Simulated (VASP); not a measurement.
# Lu (Im-3m) in VASP: a series of runs

The runs below take Lu through single point, with RPBE.

Everything below comes from runs of VASP 6.6.1. Logs are shortened: lines on timing, memory, paths and dates and some standing lists are left out, and cuts for length are marked.

### Step 1. The cell of the first run

Symmetry: Im-3m, No. 229, cubic system. The conventional cell has a = 3.964 Å, b = 3.964 Å, c = 3.964 Å, α = 90.00°, β = 90.00°, γ = 90.00°. Within 4.5 Å of Lu (site symmetry m-3m) lie 14 Lu at 3.43 to 3.96 Å.

### Step 2. Single point, RPBE

The input, INCAR:

```
PREC = Accurate ; ENCUT = 520
EDIFF = 1E-6 ; ISMEAR = -1
SIGMA = 0.1 ; LREAL = F
LASPH = T ; NELM = 100
ALGO = Normal ; ISIF = 2
LWAVE = F ; LCHARG = F
GGA = RP ; NBANDS = 18
```

The input, KPOINTS:

```
regular mesh
0
Gamma
  11 11 11
```

The input, POSCAR:

```
Lu
1.0
   -1.9819633453      1.9819633453      1.9819633453
    1.9819633453     -1.9819633453      1.9819633453
    1.9819633453      1.9819633453     -1.9819633453
Lu
1
Direct
    0.0000000000      0.0000000000      0.0000000000
```

Potentials or basis: VASP PAW PBE potentials, release 64 (Lu).

Launch:

```sh
$ cat potpaw_PBE.64/Lu/POTCAR > POTCAR
$ mpirun -np 1 vasp_std > vasp.out
```

OUTCAR:

```text
PREC = Accurate
   ENCUT = 520
   EDIFF = 1E-6
   ISMEAR = -1
   LREAL = F
   LASPH = T
   NELM = 100
   ISIF = 2
   GGA = RP

 ion  position               nearest neighbor table
   1  0.000  0.000  0.000-

  LATTYP: Found a body centered cubic cell.
 ALAT       =     3.9639266906

  Lattice vectors:

 A1 = (  -1.9819633453,   1.9819633453,   1.9819633453)
 A2 = (   1.9819633453,  -1.9819633453,   1.9819633453)
 A3 = (   1.9819633453,   1.9819633453,  -1.9819633453)

Analysis of symmetry for initial positions (statically):
=====================================================================
 Subroutine PRICEL returns:
 Original cell was already a primitive cell.

 Routine SETGRP: Setting up the symmetry group for a
 body centered cubic supercell.

 Subroutine GETGRP returns: Found 48 space group operations
 (whereof 48 operations were pure point group operations)
 out of a pool of 48 trial point group operations.

The static configuration has the point symmetry O_h .

Analysis of symmetry for dynamics (positions and initial velocities):
=====================================================================
 Subroutine PRICEL returns:
 Original cell was already a primitive cell.

 Routine SETGRP: Setting up the symmetry group for a
 body centered cubic supercell.

 Subroutine GETGRP returns: Found 48 space group operations
 (whereof 48 operations were pure point group operations)
 out of a pool of 48 trial point group operations.

The dynamic configuration has the point symmetry O_h .

 Subroutine INISYM returns: Found 48 space group operations
 (whereof 48 operations are pure point group operations),
 and found     1 'primitive' translations

----------------------------------------------------------------------------------------

                                     Primitive cell

  volume of cell :      31.1420

  direct lattice vectors                    reciprocal lattice vectors
    -1.981963345  1.981963345  1.981963345     0.000000000  0.252275099  0.252275099
     1.981963345 -1.981963345  1.981963345     0.252275099  0.000000000  0.252275099
     1.981963345  1.981963345 -1.981963345     0.252275099  0.252275099  0.000000000

  length of vectors
     3.432861213  3.432861213  3.432861213     0.356770867  0.356770867  0.356770867

  position of ions in fractional coordinates (direct lattice)
     0.000000000  0.000000000  0.000000000

  ion indices of the primitive-cell ions
   primitive index   ion index
                 1           1

----------------------------------------------------------------------------------------

 KPOINTS: regular mesh

Automatic generation of k-mesh.
 Grid dimensions read from file:
 generate k-points for:   11   11   11

 Generating k-lattice:

  Cartesian coordinates                     Fractional coordinates (reciprocal lattice)
     0.000000000  0.022934100  0.022934100     0.090909091  0.000000000  0.000000000
     0.022934100  0.000000000  0.022934100     0.000000000  0.090909091  0.000000000
     0.022934100  0.022934100  0.000000000     0.000000000  0.000000000  0.090909091

  Length of vectors
     0.032433715  0.032433715  0.032433715

  Shift w.r.t. Gamma in fractional coordinates (k-lattice)
     0.000000000  0.000000000  0.000000000

 Subroutine IBZKPT returns following result:
 ===========================================

 Found     56 irreducible k-points:

 Following reciprocal coordinates:
            Coordinates               Weight
  0.000000  0.000000  0.000000      1.000000
  0.090909  0.000000  0.000000     12.000000
  0.181818  0.000000  0.000000     12.000000
  0.272727  0.000000  0.000000     12.000000
  0.363636  0.000000  0.000000     12.000000
  0.454545  0.000000  0.000000     12.000000
[... 16 lines left out ...]
  0.272727  0.181818  0.090909     48.000000
  0.363636  0.181818  0.090909     24.000000
 [... further k-points ...]
   k-points           NKPTS =     56   k-points in BZ     NKDIM =     56   number of bands    NBANDS=     18
   number of dos      NEDOS =    301   number of ions     NIONS =      1
   total plane-waves  NPLWV =  21952
   dimension x,y,z NGX =    28 NGY =   28 NGZ =   28
   dimension x,y,z NGXF=    56 NGYF=   56 NGZF=   56
   ions per type =               1
   NGX,Y,Z   is equivalent  to a cutoff of  13.56, 13.56, 13.56 a.u.
   NGXF,Y,Z  is equivalent  to a cutoff of  27.12, 27.12, 27.12 a.u.
 SYSTEM =  unknown system
   PREC   = accura    normal or accurate (medium, high low for compatibility)
   ISTART =      0    job   : 0-new  1-cont  2-samecut
   ICHARG =      2    charge: 1-file 2-atom 10-const
   ISPIN  =      1    spin polarized calculation?
   LNONCOLLINEAR =      F non collinear calculations
   LSORBIT =      F    spin-orbit coupling
   LASPH  =      T    aspherical Exc in radial PAW
   ENCUT  =  520.0 eV  38.22 Ry    6.18 a.u.   6.38  6.38  6.38*2*pi/ulx,y,z
   NELM   =    100;   NELMIN=  2; NELMDL= -5     # of ELM steps
   EDIFF  = 0.1E-05   stopping-criterion for ELM
   LREAL  =      F    real-space projection
   EDIFFG = 0.1E-04   stopping-criterion for IOM
   NSW    =      0    number of steps for IOM
   IBRION =     -1    ionic relax: 0-MD 1-quasi-New 2-CG
   NFREE  =      0    steps in history (QN), initial steepest desc. (CG)
   ISIF   =      2    stress and relaxation
   ISYM   =      2    0-nonsym 1-usesym 2-fastsym
   POTIM  = 0.5000    time-step for ionic-motion
   TEBEG  =    0.0;   TEEND  =   0.0 temperature during run
   PSTRESS=    0.0 pullay stress
   NELECT =      25.0000    total number of electrons
   NUPDOWN=      -1.0000    fix difference up-down
   EMIN   =  10.00;   EMAX   =-10.00  energy-range for DOS
   EFERMI =   0.00;   METHOD = LEGACY
   ISMEAR =    -1;   SIGMA  =   0.10  broadening in eV -4-tet -1-fermi 0-gaus
   EFERMI_NEDOS =   21; number of points for ismear=-14 and -15
   IALGO  =     38    algorithm
   IMIX   =      4    mixing-type and parameters
     AMIX     =   0.40;   BMIX     =  1.00
     AMIX_MAG =   1.60;   BMIX_MAG =  1.00
  volume/ion in A,a.u.               =      31.14       210.16
  Fermi-wavevector in a.u.,A,eV,Ry     =   1.521502  2.875222 31.497060  2.314969
  Thomas-Fermi vector in A             =   2.630208
   LORBIT       =      0    0 simple, 1 ext, 2 COOP (PROOUT), +10 PAW based schemes
   GGA     = RP    functional components
   LHFCALC =     F    Hartree Fock is set to
   AEXX    =    0.0000 exact exchange contribution
   IVDW    =     0    specifies the selected vdW correction
   LEPSILON=     F    determine dielectric tensor
   LRPA    =     F    only Hartree local field effects (RPA)
 non-spin polarized calculation
  energy-cutoff  :      520.00
  volume of cell :       31.14
 maximum number of plane-waves:       887
 NGX is ok and might be reduce to    28
   NGX = 13   NGY = 13   NGZ = 13

 number of electron      25.0000012 magnetization

 Free energy of the ion-electron system (eV)
  ---------------------------------------------------
  ext. energy  EPLUGINS =         0.00000000
  ---------------------------------------------------
  free energy    TOTEN  =        -4.09938596 eV

  energy without entropy =       -4.02869225  energy(sigma->0) =       -4.06403910

 E-fermi :   2.2103     XC(G=0): -10.2155

 val. band max:        2.2051569799   @ k =   0.1818   0.1818   0.1818
 cond. band min:       2.2193803511   @ k =  -0.3636   0.4545   0.0909
 fundamental gap:      0.0142233712
 Fermi energy:         2.2103436627

 k-point     1 :       0.0000    0.0000    0.0000
  band No.  band energies     occupation
      1     -54.3849      2.00000
      2     -24.8269      2.00000
      3     -24.8269      2.00000
      4     -24.8269      2.00000
      5      -3.7498      2.00000
      6      -3.0556      2.00000
[... 10 lines left out ...]
     17       6.4011      0.00000
     18      13.5137      0.00000

 k-point     2 :       0.0909    0.0000    0.0000
  band No.  band energies     occupation
      1     -54.3830      2.00000
      2     -24.8590      2.00000
      3     -24.8373      2.00000
      4     -24.8269      2.00000
      5      -3.5260      2.00000
      6      -3.0538      2.00000
[... 10 lines left out ...]
     17       6.4012      0.00000
     18      13.7197      0.00000

 k-point     3 :       0.1818    0.0000    0.0000
  band No.  band energies     occupation
      1     -54.3781      2.00000
      2     -24.9441      2.00000
      3     -24.8653      2.00000
      4     -24.8269      2.00000
      5      -3.0498      2.00000
      6      -3.0418      2.00000
[... 10 lines left out ...]
     17       6.4366      0.00000
     18      13.8806      0.00000

 k-point     4 :       0.2727    0.0000    0.0000
  band No.  band energies     occupation
      1     -54.3717      2.00000
      2     -25.0530      2.00000
      3     -24.9016      2.00000
      4     -24.8270      2.00000
      5      -3.0466      2.00000
      6      -3.0286      2.00000
[... 10 lines left out ...]
     17       6.5700      0.00000
     18      12.9991      0.00000

 k-point     5 :       0.3636    0.0000    0.0000
  band No.  band energies     occupation
      1     -54.3658      2.00000
      2     -25.1508      2.00000
      3     -24.9346      2.00000
      4     -24.8271      2.00000
      5      -3.0464      2.00000
      6      -3.0286      2.00000
[... 10 lines left out ...]
     17       7.5391      0.00000
     18      11.2057      0.00000

 k-point     6 :       0.4545    0.0000    0.0000
  band No.  band energies     occupation
      1     -54.3623      2.00000
      2     -25.2079      2.00000
      3     -24.9542      2.00000
      4     -24.8271      2.00000
      5      -3.0474      2.00000
      6      -3.0379      2.00000
[... 10 lines left out ...]
     17       8.7416      0.00000
     18      10.2163      0.00000

 k-point     7 :       0.0909    0.0909    0.0000
  band No.  band energies     occupation
      1     -54.3797      2.00000
      2     -24.9178      2.00000
      3     -24.8486      2.00000
      4     -24.8347      2.00000
      5      -3.0955      2.00000
      6      -3.0504      2.00000
[... 10 lines left out ...]
     17       6.5036      0.00000
     18      14.0695      0.00000

 k-point     8 :       0.1818    0.0909    0.0000
  band No.  band energies     occupation
      1     -54.3740      2.00000
      2     -25.0102      2.00000
      3     -24.8821      2.00000
      4     -24.8379      2.00000
      5      -3.0456      2.00000
      6      -3.0336      2.00000
[... 10 lines left out ...]
     17       6.6818      0.00000
     18      13.4186      0.00000
[... 229 lines left out ...]
     17       8.0693      0.00000
     18      10.4695      0.00000

 k-point    20 :       0.3636    0.0909    0.0909
  band No.  band energies     occupation
      1     -54.3618      2.00000
      2     -25.1794      2.00000
      3     -24.9707      2.00000
      4     -24.8570      2.00000
      5      -3.0403      2.00000
      6      -3.0387      2.00000
[... 10 lines left out ...]
     17       8.9030      0.00000
     18       9.4345      0.00000

 k-point    21 :      -0.0909    0.0909    0.0909
  band No.  band energies     occupation
      1     -54.3812      2.00000
      2     -24.8687      2.00000
      3     -24.8479      2.00000
      4     -24.8479      2.00000
      5      -3.3061      2.00000
      6      -3.0529      2.00000
[... 10 lines left out ...]
     17       6.6798      0.00000
     18      14.3137      0.00000

 k-point    22 :       0.1818    0.1818    0.0909
  band No.  band energies     occupation
      1     -54.3655      2.00000
      2     -25.1270      2.00000
      3     -24.9242      2.00000
      4     -24.8765      2.00000
      5      -3.0352      2.00000
      6      -3.0304      2.00000
[... 10 lines left out ...]
     17       8.0255      0.00000
     18      10.5618      0.00000

 k-point    23 :       0.2727    0.1818    0.0909
  band No.  band energies     occupation
      1     -54.3621      2.00000
      2     -25.1448      2.00000
      3     -24.9759      2.00000
      4     -24.8853      2.00000
      5      -3.0404      2.00000
      6      -3.0286      2.00000
[... 10 lines left out ...]
     17       8.4321      0.00000
     18       9.5465      0.00000

 k-point    24 :       0.3636    0.1818    0.0909
  band No.  band energies     occupation
      1     -54.3609      2.00000
      2     -25.1452      2.00000
      3     -25.0025      2.00000
      4     -24.8876      2.00000
      5      -3.0413      2.00000
      6      -3.0291      2.00000
[... 10 lines left out ...]
     17       7.9380      0.00000
     18       9.9537      0.00000

 [... further k-points ...]
[... 5 lines left out ...]
  --------------------------------------------------------------------------------------
  -------------------------------------------------------------------------------------
  Total        0.0161249      0.0161249      0.0161249      0.0000000      0.0000000      0.0000000
  in kB        0.8295863      0.8295863      0.8295863      0.0000000      0.0000000      0.0000000
  external PRESSURE =       0.8295863 kB  Pullay stress =       0.0000000 kB

 VOLUME and BASIS-vectors are now :
 -----------------------------------------------------------------------------
  energy-cutoff  :      520.00
  volume of cell :       31.14
      direct lattice vectors                 reciprocal lattice vectors
    -1.981963345  1.981963345  1.981963345     0.000000000  0.252275099  0.252275099
     1.981963345 -1.981963345  1.981963345     0.252275099  0.000000000  0.252275099
     1.981963345  1.981963345 -1.981963345     0.252275099  0.252275099  0.000000000

 POSITION                                       TOTAL-FORCE (eV/Angst)
 -----------------------------------------------------------------------------------
      0.00000      0.00000      0.00000        -0.000000     -0.000000     -0.000000
 -----------------------------------------------------------------------------------
    total drift:                               -0.000000     -0.000000     -0.000000

  FREE ENERGIE OF THE ION-ELECTRON SYSTEM (eV)
  ---------------------------------------------------
  free  energy   TOTEN  =        -4.0993859623 eV

  energy  without entropy=       -4.0286922456  energy(sigma->0) =       -4.06403910
```

It took 28 s on 1 thread of Intel Xeon Platinum 8259CL at 2.50GHz (Skylake/Cascade Lake), shared host; peak memory 0.19 GiB.

What came out:

| Item | Value |
| --- | --- |
| Free energy | -4.0994 eV |
| Pressure | 0.1 GPa |

Caveat: the PAW data sets were made with another functional, which shifts forces and pressure a little; spin-orbit coupling is left out, which moves the levels of the heavy elements.

### Step 3. Single point, RPBE (volume scaled by 0.88)

The input, INCAR:

```
SYSTEM = Lu
ALGO = Normal ; EDIFF = 1E-6
ENCUT = 520 ; GGA = RP
ISIF = 2 ; ISMEAR = -1
LASPH = .TRUE. ; LCHARG = .FALSE.
LREAL = .FALSE. ; LWAVE = .FALSE.
NBANDS = 18 ; NELM = 100
PREC = Accurate ; SIGMA = 0.1
```

The input, KPOINTS:

```
k-points
0
G
  13 13 13
  0 0 0
```

The input, POSCAR:

```
Lu
1.0
   -1.8992837057      1.8992837057      1.8992837057
    1.8992837057     -1.8992837057      1.8992837057
    1.8992837057      1.8992837057     -1.8992837057
Lu
1
Direct
    0.0000000000      0.0000000000      0.0000000000
```

Potentials or basis: VASP PAW PBE potentials, release 64 (Lu).

Launch:

```sh
$ cat potpaw_PBE.64/Lu/POTCAR > POTCAR
$ mpirun -np 1 vasp_std > vasp.out
```

It took 19 s on 1 thread of Intel Xeon Platinum 8259CL at 2.50GHz (Skylake/Cascade Lake), shared host; peak memory 0.17 GiB.

Results (log left out):

* Free energy: -4.0275 eV
* Pressure: 6.4 GPa

Levels at points of the mesh, in eV from the Fermi level:
```tsv
k point	band 10	band 11	band 12	band 13	band 14	band 15
(0.00, 0.00, 0.00)	-4.95	-4.95	-4.93	2.24	2.24	2.24
```

Caveat: the PAW data sets were made with another functional, which shifts forces and pressure a little; spin-orbit coupling is left out, which moves the levels of the heavy elements.

### Step 4. Single point, RPBE (volume scaled by 0.92)

The input, INCAR:

```
SYSTEM = Lu
PREC = Accurate
ENCUT = 520
EDIFF = 1E-7
ISMEAR = -1
SIGMA = 0.1
LREAL = .False.
LASPH = .True.
NELM = 60
ALGO = Normal
ISIF = 2
LWAVE = .False.
LCHARG = .True.
GGA = RP
LELF = .True.
LVHAR = .True.
NBANDS = 18
```

The input, KPOINTS:

```
regular mesh
0
Gamma
  13 13 13
  0 0 0
```

The input, POSCAR:

```
Lu
1.0
   -1.9276354036      1.9276354036      1.9276354036
    1.9276354036     -1.9276354036      1.9276354036
    1.9276354036      1.9276354036     -1.9276354036
Lu
1
Direct
    0.0000000000      0.0000000000      0.0000000000
```

Launch:

```sh
$ cat potpaw_PBE.64/Lu/POTCAR > POTCAR
$ mpirun -np 1 vasp_std > vasp.out
```

It took 44 s on 1 thread of Intel Xeon Platinum 8259CL at 2.50GHz (Skylake/Cascade Lake), shared host; peak memory 0.2 GiB.

It converged, with:

* Free energy: -4.0679 eV
* Pressure: 3.9 GPa

Levels at points of the mesh, in eV from the Fermi level:
| k point | band 8 | band 9 | band 10 | band 11 | band 12 | band 13 | band 14 | band 15 | band 16 | band 17 |
| --- | --- | --- | --- | --- | --- | --- | --- | --- | --- | --- |
| (0.00, 0.00, 0.00) | -5.13 | -5.03 | -5.03 | -5.03 | -5.01 | 2.20 | 2.20 | 2.20 | 4.45 | 4.45 |

Caveat: the PAW data sets were made with another functional, which shifts forces and pressure a little; spin-orbit coupling is left out, which moves the levels of the heavy elements.

### Step 5. Single point, RPBE (volume scaled by 0.96)

The input, INCAR:

```
SYSTEM = Lu
PREC     = Accurate       ! precision mode
ENCUT    = 520            ! plane-wave cutoff, eV
EDIFF    = 1E-6           ! SCF threshold, eV
ISMEAR   = -1             ! smearing method
SIGMA    = 0.1            ! smearing width, eV
LREAL    = .False.        ! projectors in reciprocal space
LASPH    = .True.         ! aspherical terms in the spheres
NELM     = 80             ! most SCF steps
ALGO     = Normal         ! electronic algorithm
ISIF     = 2              ! what is computed and relaxed
LWAVE    = .False.        ! write WAVECAR
LCHARG   = .True.         ! write CHGCAR
GGA      = RP             ! functional
LELF     = .True.         ! ELF
LVHAR    = .True.       
NBANDS   = 18             ! bands
```

The input, KPOINTS:

```
Automatic mesh
0
Gamma
  13 13 13
  0 0 0
```

The input, POSCAR:

```
Lu
1.0
   -1.9551767732      1.9551767732      1.9551767732
    1.9551767732     -1.9551767732      1.9551767732
    1.9551767732      1.9551767732     -1.9551767732
Lu
1
Direct
    0.0000000000      0.0000000000      0.0000000000
```

Launch:

```sh
$ cat potpaw_PBE.64/Lu/POTCAR > POTCAR
$ mpirun -np 1 vasp_std > vasp.out
```

It took 40 s on 1 thread of Intel Xeon Platinum 8259CL at 2.50GHz (Skylake/Cascade Lake), shared host; peak memory 0.2 GiB.

The run converged. Its results:

| Quantity | Value |
| --- | --- |
| Free energy | -4.0906 eV |
| Pressure | 1.8 GPa |

Levels at points of the mesh, in eV from the Fermi level:
| k point | band 10 | band 11 | band 12 | band 13 | band 14 | band 15 |
| --- | --- | --- | --- | --- | --- | --- |
| (0.00, 0.00, 0.00) | -5.11 | -5.11 | -5.09 | 2.16 | 2.16 | 2.16 |

Caveat: the PAW data sets were made with another functional, which shifts forces and pressure a little; spin-orbit coupling is left out, which moves the levels of the heavy elements.

### Step 6. Summary

| cell | k mesh | gap on the mesh (eV) | pressure (GPa) |
| --- | --- | --- | --- |
| a = 3.433 Å, angles 109.5°, 1 atom | 11 × 11 × 11 | none | 0.1 |
| a = 3.290 Å, angles 109.5°, 1 atom | 13 × 13 × 13 | none | 6.4 |
| a = 3.339 Å, angles 109.5°, 1 atom | 13 × 13 × 13 | none | 3.9 |
| a = 3.386 Å, angles 109.5°, 1 atom | 13 × 13 × 13 | none | 1.8 |

Alike in all rows: task single point; level RPBE; potentials or basis VASP PAW PBE potentials, release 64 (Lu); no spin polarisation; cutoff (eV) 520; smearing fermi-dirac 0.1 eV.

Caveats: the PAW data sets were made with another functional, which shifts forces and pressure a little; spin-orbit coupling is left out, which moves the levels of the heavy elements.

Total energies depend on the potentials used, so only differences within one code and one set of settings carry meaning.
